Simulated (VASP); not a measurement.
Input of a VASP 6.6.1 run:

File POSCAR:

```
GaAs
1.0
    0.0000000000      2.8330831910      2.8330831910
    2.8330831910      0.0000000000      2.8330831910
    2.8330831910      2.8330831910      0.0000000000
Ga As
1 1
Direct
    0.0000000000      0.0000000000      0.0000000000
    0.2500000000      0.2500000000      0.2500000000
```

INCAR.step1

```
SYSTEM = GaAs
ALGO = Normal
EDIFF = 1E-5
ENCUT = 440
GGA = PE
GGA_COMPAT = .FALSE.
ISIF = 2
ISMEAR = 0
LASPH = .TRUE.
LREAL = .FALSE.
LWAVE = .TRUE.
NBANDS = 21
NELM = 120
PREC = Accurate
SIGMA = 0.01
```

INCAR.step2

```
SYSTEM = GaAs
AEXX = 0.5
ALGO = Normal
EDIFF = 1E-6
ENCUT = 440
GGA_COMPAT = .FALSE.
ISIF = 2
ISMEAR = 0
ISTART = 1
LASPH = .TRUE.
LCHARG = .TRUE.
LELF = .TRUE.
LHFCALC = .TRUE.
LMIXTAU = .TRUE.
LREAL = .FALSE.
LVHAR = .TRUE.
LWAVE = .FALSE.
METAGGA = R2SCAN
NBANDS = 21
NELM = 120
PREC = Accurate
PRECFOCK = Normal
SIGMA = 0.01
```

KPOINTS

```
k-points
0
G
  4 4 4
  0 0 0
```

Potentials or basis: VASP PAW PBE potentials, release 64 (Ga_d, As_d).

Command:

```sh
$ cat potpaw_PBE.64/Ga_d/POTCAR potpaw_PBE.64/As_d/POTCAR > POTCAR
$ cp INCAR.step1 INCAR
$ mpirun -np 1 vasp_std > vasp.out
$ cp INCAR.step2 INCAR
$ mpirun -np 1 vasp_std > vasp.out
```

Problem. Estimate the pressure.

Solution. -2.0 GPa.

Problem. What does it give for the band gap on the k mesh?

Solution. 3.84 eV.

Caveat: the k points lie up to 0.48 Å⁻¹ apart; the PAW data sets were made with another functional, which shifts forces and pressure a little. A k mesh can miss the band edges.
